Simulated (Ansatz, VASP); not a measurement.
# One calculation of Cd, two programs

File INCAR:

```
SYSTEM = Cd
ALGO = Normal ; EDIFF = 1E-6
ENCUT = 500 ; GGA_COMPAT = .False.
ISIF = 2 ; ISMEAR = -1
LASPH = .True. ; LCHARG = .False.
LREAL = .False. ; LWAVE = .False.
NBANDS = 25 ; NELM = 120
PREC = Accurate ; SIGMA = 0.1
```

Contents of KPOINTS:

```
k-points
0
Gamma
  8 8 12
  0 0 0
```

The input POSCAR:

```
Cd
1.0
    4.9258318957      0.0000000000      0.0000000000
   -2.4629159479      4.2658955565      0.0000000000
    0.0000000000      0.0000000000      2.9307664872
Cd
3
Direct
    0.0000000000      0.0000000000      0.0000000000
    0.3333333333      0.6666666667      0.5000000000
    0.6666666667      0.3333333333      0.5000000000
```

Input for Ansatz:

```yaml
crystal:
  lattice:
    - [4.9258318957, 0.0, 0.0]
    - [-2.4629159479, 4.2658955565, 0.0]
    - [0.0, 0.0, 2.9307664872]
  atoms:
    - { symbol: Cd, position: [0.0, 0.0, 0.0] }
    - { symbol: Cd, position: [0.3333333333, 0.6666666667, 0.5] }
    - { symbol: Cd, position: [0.6666666667, 0.3333333333, 0.5] }
hamiltonian:
  xc: lda
  pseudopotentials:
    kind: paw
    azcp:
      Cd: "pseudopotentials/Cd.paw.azcp"
basis:
  ecutwfc: 420
  fft_grid_basis: typed
kpoints:
  mp_grid: { grid: [8, 8, 12], shift: [0, 0, 0] }
magnetization:
  spin_polarized: false
scf:
  occupations: { method: fermi_dirac, width: 0.1 }
  lower_state_search: "off"
output:
  stress: true
```

Alike in both runs: task single point; functional LDA; k mesh 8 × 8 × 12; occupations fermi-dirac, width 0.1 eV; no spin polarisation.

|  | VASP | Ansatz |
| --- | --- | --- |
| version | VASP 6.6.1 | Ansatz 0.2.0 |
| potentials or method | VASP PAW LDA potentials, release 64 (Cd), cutoff 500 eV | plane waves (420 eV) with PAW, scalar-relativistic |
| valence electrons in the cell | 36 | 60 |

VASP gave:

* pressure (GPa): 0.6
* traceless stress, the component that is largest in VASP (GPa): -0.42

**Question.** Which values does Ansatz return?

**Answer.** Pressure (GPa): 0.0; traceless stress, the component that is largest in VASP (GPa): -0.46.

Ansatz warns that its potentials were made for another functional, while VASP's fit it. LDA's correlation is that of Perdew and Zunger in VASP and of Perdew and Wang (1992) in Ansatz. VASP's potentials hold 36 valence electrons a cell and Ansatz's 60, so a difference there can come from the potentials and not from the codes.
